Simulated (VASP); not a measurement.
# Ge (I4_1/amd) in VASP: notebook, part 2 of 2

VASP 6.6.1. The steps go on from the part before.

**3. Single point, PBEsol (strain -0.025 along x and y, -0.025 along z)**

The input, INCAR:

```
PREC     = Accurate       # precision mode
ENCUT    = 520            # plane-wave cutoff, eV
EDIFF    = 1E-7           # SCF threshold, eV
ISMEAR   = 0              # smearing method
SIGMA    = 0.15           # smearing width, eV
LREAL    = F              # projectors in reciprocal space
LASPH    = T              # aspherical terms in the spheres
NELM     = 100            # most SCF steps
ALGO     = Normal         # electronic algorithm
ISIF     = 2              # what is computed and relaxed
LWAVE    = F              # write WAVECAR
LCHARG   = F              # write CHGCAR
GGA      = PS             # functional
NBANDS   = 21             # bands
```

The input, KPOINTS:

```
regular mesh
0
Gamma
  20 20 20
```

The input, POSCAR:

```
Ge
1.0
   -2.5101274760      2.5101274760      1.3624773271
    2.5101274760     -2.5101274760      1.3624773271
    2.5101274760      2.5101274760     -1.3624773271
Ge
2
Direct
    0.2500000000      0.7500000000      0.5000000000
    0.5000000000      0.5000000000      0.0000000000
```

Potentials or basis: VASP PAW PBE potentials, release 64 (Ge_d).

Started as:

```bash
$ cat potpaw_PBE.64/Ge_d/POTCAR > POTCAR
$ mpirun -np 1 vasp_std > vasp.out
```

OUTCAR:

```text
PREC = Accurate
   ENCUT = 520
   EDIFF = 1E-7
   ISMEAR = 0
   LREAL = F
   LASPH = T
   NELM = 100
   ISIF = 2
   GGA = PS

 ion  position               nearest neighbor table
   1  0.250  0.750  0.500-   2 2.60   2 2.60   2 2.60   2 2.60
   2  0.500  0.500  0.000-   1 2.60   1 2.60   1 2.60   1 2.60

  LATTYP: Found a body centered tetragonal cell.
 ALAT       =     5.0202549520
 C/A-ratio  =     0.5427920853

  Lattice vectors:

 A1 = (  -2.5101274760,   2.5101274760,   1.3624773271)
 A2 = (   2.5101274760,  -2.5101274760,   1.3624773271)
 A3 = (   2.5101274760,   2.5101274760,  -1.3624773271)

Analysis of symmetry for initial positions (statically):
=====================================================================
 Subroutine PRICEL returns:
 Original cell was already a primitive cell.

 Routine SETGRP: Setting up the symmetry group for a
 body centered tetragonal supercell.

 Subroutine GETGRP returns: Found 16 space group operations
 (whereof  8 operations were pure point group operations)
 out of a pool of 16 trial point group operations.

The static configuration has the point symmetry D_2d.
 The point group associated with its full space group is D_4h.

Analysis of symmetry for dynamics (positions and initial velocities):
=====================================================================
 Subroutine PRICEL returns:
 Original cell was already a primitive cell.

 Routine SETGRP: Setting up the symmetry group for a
 body centered tetragonal supercell.

 Subroutine GETGRP returns: Found 16 space group operations
 (whereof  8 operations were pure point group operations)
 out of a pool of 16 trial point group operations.

The dynamic configuration has the point symmetry D_2d.
 The point group associated with its full space group is D_4h.

 Subroutine INISYM returns: Found 16 space group operations
 (whereof  8 operations are pure point group operations),
 and found     1 'primitive' translations

----------------------------------------------------------------------------------------

                                     Primitive cell

  volume of cell :      34.3385

  direct lattice vectors                    reciprocal lattice vectors
    -2.510127476  2.510127476  1.362477327     0.000000000  0.199193071  0.366978584
     2.510127476 -2.510127476  1.362477327     0.199193071  0.000000000  0.366978584
     2.510127476  2.510127476 -1.362477327     0.199193071  0.199193071  0.000000000

  length of vectors
     3.802344587  3.802344587  3.802344587     0.417553781  0.417553781  0.281701542

  position of ions in fractional coordinates (direct lattice)
     0.250000000  0.750000000  0.500000000
     0.500000000  0.500000000  0.000000000

  ion indices of the primitive-cell ions
   primitive index   ion index
                 1           1
                 2           2

----------------------------------------------------------------------------------------

 KPOINTS: regular mesh

Automatic generation of k-mesh.
 Grid dimensions read from file:
 generate k-points for:   20   20   20

 Generating k-lattice:

  Cartesian coordinates                     Fractional coordinates (reciprocal lattice)
     0.000000000  0.009959654  0.018348929     0.050000000  0.000000000  0.000000000
     0.009959654  0.000000000  0.018348929     0.000000000  0.050000000  0.000000000
     0.009959654  0.009959654  0.000000000     0.000000000  0.000000000  0.050000000

  Length of vectors
     0.020877689  0.020877689  0.014085077

  Shift w.r.t. Gamma in fractional coordinates (k-lattice)
     0.000000000  0.000000000  0.000000000

 Subroutine IBZKPT returns following result:
 ===========================================

 Found    641 irreducible k-points:

 Following reciprocal coordinates:
            Coordinates               Weight
  0.000000  0.000000  0.000000      1.000000
  0.050000  0.000000 -0.000000      8.000000
  0.100000  0.000000 -0.000000      8.000000
  0.150000  0.000000 -0.000000      8.000000
  0.200000  0.000000 -0.000000      8.000000
  0.250000  0.000000 -0.000000      8.000000
[... 16 lines left out ...]
 -0.400000  0.050000  0.000000     16.000000
 -0.350000  0.050000  0.000000     16.000000
 [... further k-points ...]
   k-points           NKPTS =    641   k-points in BZ     NKDIM =    641   number of bands    NBANDS=     21
   number of dos      NEDOS =    301   number of ions     NIONS =      2
   total plane-waves  NPLWV =  21952
   dimension x,y,z NGX =    28 NGY =   28 NGZ =   28
   dimension x,y,z NGXF=    56 NGYF=   56 NGZF=   56
   ions per type =               2
   NGX,Y,Z   is equivalent  to a cutoff of  12.24, 12.24, 12.24 a.u.
   NGXF,Y,Z  is equivalent  to a cutoff of  24.48, 24.48, 24.48 a.u.
 SYSTEM =  unknown system
   PREC   = accura    normal or accurate (medium, high low for compatibility)
   ISTART =      0    job   : 0-new  1-cont  2-samecut
   ICHARG =      2    charge: 1-file 2-atom 10-const
   ISPIN  =      1    spin polarized calculation?
   LNONCOLLINEAR =      F non collinear calculations
   LSORBIT =      F    spin-orbit coupling
   LASPH  =      T    aspherical Exc in radial PAW
   ENCUT  =  520.0 eV  38.22 Ry    6.18 a.u.   7.07  7.07  7.07*2*pi/ulx,y,z
   NELM   =    100;   NELMIN=  2; NELMDL= -5     # of ELM steps
   EDIFF  = 0.1E-06   stopping-criterion for ELM
   LREAL  =      F    real-space projection
   EDIFFG = 0.1E-05   stopping-criterion for IOM
   NSW    =      0    number of steps for IOM
   IBRION =     -1    ionic relax: 0-MD 1-quasi-New 2-CG
   NFREE  =      0    steps in history (QN), initial steepest desc. (CG)
   ISIF   =      2    stress and relaxation
   ISYM   =      2    0-nonsym 1-usesym 2-fastsym
   POTIM  = 0.5000    time-step for ionic-motion
   TEBEG  =    0.0;   TEEND  =   0.0 temperature during run
   PSTRESS=    0.0 pullay stress
   NELECT =      28.0000    total number of electrons
   NUPDOWN=      -1.0000    fix difference up-down
   EMIN   =  10.00;   EMAX   =-10.00  energy-range for DOS
   EFERMI =   0.00;   METHOD = LEGACY
   ISMEAR =     0;   SIGMA  =   0.15  broadening in eV -4-tet -1-fermi 0-gaus
   EFERMI_NEDOS =   21; number of points for ismear=-14 and -15
   IALGO  =     38    algorithm
   IMIX   =      4    mixing-type and parameters
     AMIX     =   0.40;   BMIX     =  1.00
     AMIX_MAG =   1.60;   BMIX_MAG =  1.00
  volume/ion in A,a.u.               =      17.17       115.86
  Fermi-wavevector in a.u.,A,eV,Ry     =   1.529445  2.890232 31.826780  2.339202
  Thomas-Fermi vector in A             =   2.637065
   LORBIT       =      0    0 simple, 1 ext, 2 COOP (PROOUT), +10 PAW based schemes
   GGA     = PS    functional components
   LHFCALC =     F    Hartree Fock is set to
   AEXX    =    0.0000 exact exchange contribution
   IVDW    =     0    specifies the selected vdW correction
   LEPSILON=     F    determine dielectric tensor
   LRPA    =     F    only Hartree local field effects (RPA)
 non-spin polarized calculation
 Gauss-broadening in eV      SIGMA  =   0.15
  energy-cutoff  :      520.00
  volume of cell :       34.34
 maximum number of plane-waves:       949
   NGX = 15   NGY = 15   NGZ = 15

 number of electron      27.9999990 magnetization

 Free energy of the ion-electron system (eV)
  ---------------------------------------------------
  ext. energy  EPLUGINS =         0.00000000
  ---------------------------------------------------
  free energy    TOTEN  =        -9.49644427 eV

  energy without entropy =       -9.48844137  energy(sigma->0) =       -9.49244282

 E-fermi :   7.5298     XC(G=0): -11.8600

 val. band max:        7.5288124052   @ k =   0.5000   0.5000   0.0500
 cond. band min:       7.5316221434   @ k =  -0.4500   0.4500   0.0000
 fundamental gap:      0.0028097382
 Fermi energy:         7.5298157635

 k-point     1 :       0.0000    0.0000    0.0000
  band No.  band energies     occupation
      1     -17.2293      2.00000
      2     -17.1705      2.00000
      3     -17.1402      2.00000
      4     -17.1335      2.00000
      5     -16.9991      2.00000
      6     -16.9991      2.00000
[... 13 lines left out ...]
     20      19.5048      0.00000
     21      20.4995      0.00000

 k-point     2 :       0.0500    0.0000   -0.0000
  band No.  band energies     occupation
      1     -17.2281      2.00000
      2     -17.1662      2.00000
      3     -17.1385      2.00000
      4     -17.1282      2.00000
      5     -17.0031      2.00000
      6     -17.0029      2.00000
[... 520 lines left out ...]
 k-point    24 :      -0.3500    0.0500    0.0000
  band No.  band energies     occupation
      1     -17.1860      2.00000
      2     -17.0994      2.00000
      3     -17.0927      2.00000
      4     -17.0826      2.00000
      5     -17.0530      2.00000
      6     -17.0233      2.00000
[... 13 lines left out ...]
     20      16.5116      0.00000
     21      19.1575      0.00000

 [... further k-points ...]
[... 5 lines left out ...]
  --------------------------------------------------------------------------------------
  -------------------------------------------------------------------------------------
  Total        1.2342176      1.2342176      1.4960067      0.0000000     -0.0000000      0.0000000
  in kB       57.5866067     57.5866067     69.8012648      0.0000000     -0.0000000      0.0000000
  external PRESSURE =      61.6581594 kB  Pullay stress =       0.0000000 kB

 VOLUME and BASIS-vectors are now :
 -----------------------------------------------------------------------------
  energy-cutoff  :      520.00
  volume of cell :       34.34
      direct lattice vectors                 reciprocal lattice vectors
    -2.510127476  2.510127476  1.362477327     0.000000000  0.199193071  0.366978584
     2.510127476 -2.510127476  1.362477327     0.199193071  0.000000000  0.366978584
     2.510127476  2.510127476 -1.362477327     0.199193071  0.199193071  0.000000000

 POSITION                                       TOTAL-FORCE (eV/Angst)
 -----------------------------------------------------------------------------------
      2.51013      0.00000      0.68124         0.000000     -0.000000     -0.000000
      0.00000      0.00000      1.36248        -0.000000      0.000000      0.000000
 -----------------------------------------------------------------------------------
    total drift:                                0.000000     -0.000000      0.000000

  FREE ENERGIE OF THE ION-ELECTRON SYSTEM (eV)
  ---------------------------------------------------
  free  energy   TOTEN  =        -9.4964442735 eV

  energy  without entropy=       -9.4884413706  energy(sigma->0) =       -9.49244282
```

Wall time 2.5 min (1 thread of Intel Xeon 6975P-C (Granite Rapids), shared host); peak memory 0.45 GiB.

Results:

* Free energy: -9.4964 eV
* Pressure: 6.2 GPa
* Band gap on the k mesh: zero (band 14 reaches 9.49 eV, above the bottom of band 15 at 3.77 eV)

Stress tensor (GPa, compression positive):
```
5.76 0.00 0.00
0.00 5.76 0.00
0.00 0.00 6.98
```

Caveat: the cell differs from its parent crystal (strain -0.025 along x and y, -0.025 along z); the PAW data sets were made with another functional, which shifts forces and pressure a little.

**4. Single point, PBEsol (strain -0.050 along x and y, +0.050 along z)**

The input, INCAR:

```
  PREC = Accurate
  ENCUT = 520
  EDIFF = 1E-7
  ISMEAR = 0
  SIGMA = 0.15
  LREAL = F
  LASPH = T
  NELM = 80
  ALGO = Normal
  ISIF = 2
  LWAVE = F
  LCHARG = F
  GGA = PS
  NBANDS = 21
```

The input, KPOINTS:

```
Automatic mesh
0
Gamma
  20 20 20
```

The input, POSCAR:

```
Ge
1.0
   -2.4457652330      2.4457652330      1.4672832754
    2.4457652330     -2.4457652330      1.4672832754
    2.4457652330      2.4457652330     -1.4672832754
Ge
2
Direct
    0.2500000000      0.7500000000      0.5000000000
    0.5000000000      0.5000000000      0.0000000000
```

Potentials or basis: VASP PAW PBE potentials, release 64 (Ge_d).

Started as:

```bash
$ cat potpaw_PBE.64/Ge_d/POTCAR > POTCAR
$ mpirun -np 1 vasp_std > vasp.out
```

OUTCAR:

```text
PREC = Accurate
   ENCUT = 520
   EDIFF = 1E-7
   ISMEAR = 0
   LREAL = F
   LASPH = T
   NELM = 80
   ISIF = 2
   GGA = PS

 ion  position               nearest neighbor table
   1  0.250  0.750  0.500-   2 2.55   2 2.55   2 2.55   2 2.55
   2  0.500  0.500  0.000-   1 2.55   1 2.55   1 2.55   1 2.55

  LATTYP: Found a body centered tetragonal cell.
 ALAT       =     4.8915304660
 C/A-ratio  =     0.5999280943

  Lattice vectors:

 A1 = (  -2.4457652330,   2.4457652330,   1.4672832754)
 A2 = (   2.4457652330,  -2.4457652330,   1.4672832754)
 A3 = (   2.4457652330,   2.4457652330,  -1.4672832754)

Analysis of symmetry for initial positions (statically):
=====================================================================
 Subroutine PRICEL returns:
 Original cell was already a primitive cell.

 Routine SETGRP: Setting up the symmetry group for a
 body centered tetragonal supercell.

 Subroutine GETGRP returns: Found 16 space group operations
 (whereof  8 operations were pure point group operations)
 out of a pool of 16 trial point group operations.

The static configuration has the point symmetry D_2d.
 The point group associated with its full space group is D_4h.

Analysis of symmetry for dynamics (positions and initial velocities):
=====================================================================
 Subroutine PRICEL returns:
 Original cell was already a primitive cell.

 Routine SETGRP: Setting up the symmetry group for a
 body centered tetragonal supercell.

 Subroutine GETGRP returns: Found 16 space group operations
 (whereof  8 operations were pure point group operations)
 out of a pool of 16 trial point group operations.

The dynamic configuration has the point symmetry D_2d.
 The point group associated with its full space group is D_4h.

 Subroutine INISYM returns: Found 16 space group operations
 (whereof  8 operations are pure point group operations),
 and found     1 'primitive' translations

[... 104 lines left out ...]
   PSTRESS=    0.0 pullay stress
   NELECT =      28.0000    total number of electrons
   NUPDOWN=      -1.0000    fix difference up-down
   EMIN   =  10.00;   EMAX   =-10.00  energy-range for DOS
   EFERMI =   0.00;   METHOD = LEGACY
   ISMEAR =     0;   SIGMA  =   0.15  broadening in eV -4-tet -1-fermi 0-gaus
   EFERMI_NEDOS =   21; number of points for ismear=-14 and -15
   IALGO  =     38    algorithm
   IMIX   =      4    mixing-type and parameters
     AMIX     =   0.40;   BMIX     =  1.00
     AMIX_MAG =   1.60;   BMIX_MAG =  1.00
  volume/ion in A,a.u.               =      17.55       118.46
  Fermi-wavevector in a.u.,A,eV,Ry     =   1.518191  2.868965 31.360112  2.304903
  Thomas-Fermi vector in A             =   2.627345
   LORBIT       =      0    0 simple, 1 ext, 2 COOP (PROOUT), +10 PAW based schemes
   GGA     = PS    functional components
   LHFCALC =     F    Hartree Fock is set to
   AEXX    =    0.0000 exact exchange contribution
   IVDW    =     0    specifies the selected vdW correction
   LEPSILON=     F    determine dielectric tensor
   LRPA    =     F    only Hartree local field effects (RPA)
 non-spin polarized calculation
 Gauss-broadening in eV      SIGMA  =   0.15
  energy-cutoff  :      520.00
  volume of cell :       35.11
 maximum number of plane-waves:       969
   NGX = 13   NGY = 13   NGZ = 13

 number of electron      28.0000006 magnetization

 Free energy of the ion-electron system (eV)
  ---------------------------------------------------
  ext. energy  EPLUGINS =         0.00000000
  ---------------------------------------------------
  free energy    TOTEN  =        -9.47457045 eV

  energy without entropy =       -9.46700270  energy(sigma->0) =       -9.47078657

 E-fermi :   7.2643     XC(G=0): -11.7378

 val. band max:        7.2592072392   @ k =  -0.1000  -0.2000   0.0500
 cond. band min:       7.2747357365   @ k =  -0.1500  -0.1500   0.0500
 fundamental gap:      0.0155284973
 Fermi energy:         7.2642840382

 k-point     1 :       0.0000    0.0000    0.0000
  band No.  band energies     occupation
      1     -17.4968      2.00000
      2     -17.4020      2.00000
      3     -17.3755      2.00000
      4     -17.3392      2.00000
      5     -17.2818      2.00000
      6     -17.2818      2.00000
[... 565 lines left out ...]
     20      16.2795      0.00000
     21      19.9713      0.00000

 [... further k-points ...]
[... 5 lines left out ...]
  --------------------------------------------------------------------------------------
  -------------------------------------------------------------------------------------
  Total        1.5666848      1.5666848      0.0447004      0.0000000      0.0000000      0.0000000
  in kB       71.4971460     71.4971460      2.0399465      0.0000000      0.0000000      0.0000000
  external PRESSURE =      48.3447462 kB  Pullay stress =       0.0000000 kB

 VOLUME and BASIS-vectors are now :
 -----------------------------------------------------------------------------
  energy-cutoff  :      520.00
  volume of cell :       35.11
      direct lattice vectors                 reciprocal lattice vectors
    -2.445765233  2.445765233  1.467283275     0.000000000  0.204434994  0.340765828
     2.445765233 -2.445765233  1.467283275     0.204434994  0.000000000  0.340765828
     2.445765233  2.445765233 -1.467283275     0.204434994  0.204434994  0.000000000

 POSITION                                       TOTAL-FORCE (eV/Angst)
 -----------------------------------------------------------------------------------
      2.44577     -0.00000      0.73364         0.000000      0.000000      0.000000
      0.00000      0.00000      1.46728        -0.000000     -0.000000     -0.000000
 -----------------------------------------------------------------------------------
    total drift:                                0.000000     -0.000000      0.000000

  FREE ENERGIE OF THE ION-ELECTRON SYSTEM (eV)
  ---------------------------------------------------
  free  energy   TOTEN  =        -9.4745704480 eV

  energy  without entropy=       -9.4670026973  energy(sigma->0) =       -9.47078657
```

OSZICAR:

```text
N       E                     dE             d eps       ncg     rms          rms(c)
DAV:   1     0.172827048662E+03    0.17283E+03   -0.14036E+04 31129   0.389E+03
DAV:   2     0.134918141306E+02   -0.15934E+03   -0.15444E+03 27072   0.588E+02
DAV:   3    -0.893004993402E+01   -0.22422E+02   -0.22245E+02 30605   0.131E+02
DAV:   4    -0.953120161600E+01   -0.60115E+00   -0.60075E+00 30360   0.253E+01
DAV:   5    -0.953976160003E+01   -0.85600E-02   -0.85598E-02 30249   0.323E+00    0.253E+00
DAV:   6    -0.949421974019E+01    0.45542E-01   -0.33646E-02 36763   0.341E+00    0.138E+00
DAV:   7    -0.947502092206E+01    0.19199E-01   -0.23985E-02 36802   0.247E+00    0.135E-01
DAV:   8    -0.947456892176E+01    0.45200E-03   -0.35759E-03 34757   0.101E+00    0.476E-02
DAV:   9    -0.947457002000E+01   -0.10982E-05   -0.87085E-05 32979   0.110E-01    0.120E-02
DAV:  10    -0.947457040067E+01   -0.38067E-06   -0.47047E-06 33764   0.258E-02    0.329E-03
DAV:  11    -0.947457044801E+01   -0.47344E-07   -0.21186E-07 24934   0.710E-03
   1 F= -.94745704E+01 E0= -.94707866E+01  d E =-.756775E-02
```

It took 2.5 min on 1 thread of Intel Xeon 6975P-C (Granite Rapids), shared host; peak memory 0.45 GiB.

Results:

```
Free energy            : -9.4746 eV
Pressure               : 4.8 GPa
Band gap on the k mesh : zero (band 14 reaches 10.00 eV, above the bottom of band 15 at 3.55 eV)
```

Levels at points of the mesh, in eV from the Fermi level:
| k point | band 11 | band 12 | band 13 | band 14 | band 15 | band 16 | band 17 | band 18 |
| --- | --- | --- | --- | --- | --- | --- | --- | --- |
| (0.00, 0.00, 0.00) | -13.81 | -2.60 | -2.02 | -2.02 | 3.59 | 6.85 | 7.03 | 8.62 |
| (0.50, 0.00, 0.00) | -8.94 | -7.04 | -2.41 | -1.97 | -1.76 | 2.24 | 3.97 | 6.14 |
| (0.50, 0.50, 0.00) | -10.71 | -10.71 | 1.12 | 1.12 | 3.07 | 3.07 | 6.12 | 6.12 |
| (0.50, 0.50, 0.50) | -8.52 | -8.52 | -6.18 | -6.18 | 4.21 | 4.21 | 12.85 | 12.85 |

Caveat: the cell differs from its parent crystal (strain -0.050 along x and y, +0.050 along z); the PAW data sets were made with another functional, which shifts forces and pressure a little.

**5. The runs side by side**

| cell | gap on the mesh (eV) | pressure (GPa) |
| --- | --- | --- |
| a = 3.744 Å, angles 98.4, 98.4, 135.0°, 2 atoms | none | 6.9 |
| a = 3.802 Å, angles 97.4, 97.4, 138.0°, 2 atoms | none | 6.2 |
| a = 3.757 Å, angles 98.8, 98.8, 134.0°, 2 atoms | none | 4.8 |

Alike in all rows: task single point; level PBEsol; potentials or basis VASP PAW PBE potentials, release 64 (Ge_d); no spin polarisation; k mesh 20 × 20 × 20; cutoff (eV) 520; smearing gaussian 0.15 eV.

Caveats: the PAW data sets were made with another functional, which shifts forces and pressure a little.

Absolute energies hang on the potentials; compare differences alone.
